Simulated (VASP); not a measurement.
Runs of VASP 6.6.1 on Ba. The structure is that of space group Fm-3m (No. 225), or close to it. The cells are those of the table. 

```csv
task,cell,cutoff (eV),gap on the mesh (eV),pressure (GPa),relaxed volume (Å³/atom)
single point,"a = 4.482 Å, angles 60.0°, 1 atom",520,none,0.1,-
single point,"a = 4.480 Å, angles 60.0°, 1 atom",520,none,0.1,-
relaxation of cell and atoms,"relaxed from a = 4.480 Å, angles 60.0°, 1 atom",600,none,0.0,64.35
relaxation of cell and atoms,"relaxed from a = 4.477 Å, angles 60.0°, 1 atom",600,none,0.0,(a)
```

Alike in all rows: level PBE; potentials or basis VASP PAW PBE potentials, release 64 (Ba_sv); no spin polarisation; k mesh 11 × 11 × 11; smearing fermi-dirac 0.05 eV.

Question: Fill in the values left out.

Answer: (a) 64.36.

Caveats: spin-orbit coupling is left out, which moves the levels of the heavy elements.

A k mesh can miss the band edges, and the runs leave out spin-orbit coupling on Ba.

A gap of «none» marks levels without a gap at the run's occupations.
